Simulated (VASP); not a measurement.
A run of VASP 6.6.1 is set up as follows.

The input INCAR:

```
PREC     = Accurate       # precision mode
ENCUT    = 520            # plane-wave cutoff, eV
EDIFF    = 1E-6           # SCF threshold, eV
ISMEAR   = -1             # smearing method
SIGMA    = 0.05           # smearing width, eV
LREAL    = F              # projectors in reciprocal space
LASPH    = T              # aspherical terms in the spheres
NELM     = 60             # most SCF steps
ALGO     = Normal         # electronic algorithm
ISIF     = 2              # what is computed and relaxed
LWAVE    = F              # write WAVECAR
LCHARG   = T              # write CHGCAR
GGA      = PS             # functional
LELF     = T              # ELF
LVHAR    = T            
NBANDS   = 21             # bands
```

The input KPOINTS:

```
Automatic mesh
0
Gamma
  6 6 6
```

The input POSCAR:

```
Pb
1.0
    0.0000000000      3.4390000555      3.3014400533
    3.4390000555      0.0000000000      3.3014400533
    3.4390000555      3.4390000555      0.0000000000
Pb
2
Direct
    0.2500000000      0.2500000000      0.2500000000
    0.0000000000      0.0000000000      0.0000000000
```

Potentials or basis: VASP PAW PBE potentials, release 64 (Pb_d).

Run with:

```console
$ cat potpaw_PBE.64/Pb_d/POTCAR > POTCAR
$ mpirun -np 1 vasp_std > vasp.out
```

**Question.** Predict the pressure.

**Answer.** 1.9 GPa.

**Question.** What does it give for the band gap on the k mesh?

**Answer.** Zero (band 14 reaches 4.88 eV, above the bottom of band 15 at 3.88 eV).

Stress tensor (GPa, compression positive):
```
1.87 0.00 0.00
0.00 1.87 0.00
0.00 0.00 2.04
```

Caveat: the PAW data sets were made with another functional, which shifts forces and pressure a little; spin-orbit coupling is left out, which moves the levels of the heavy elements.
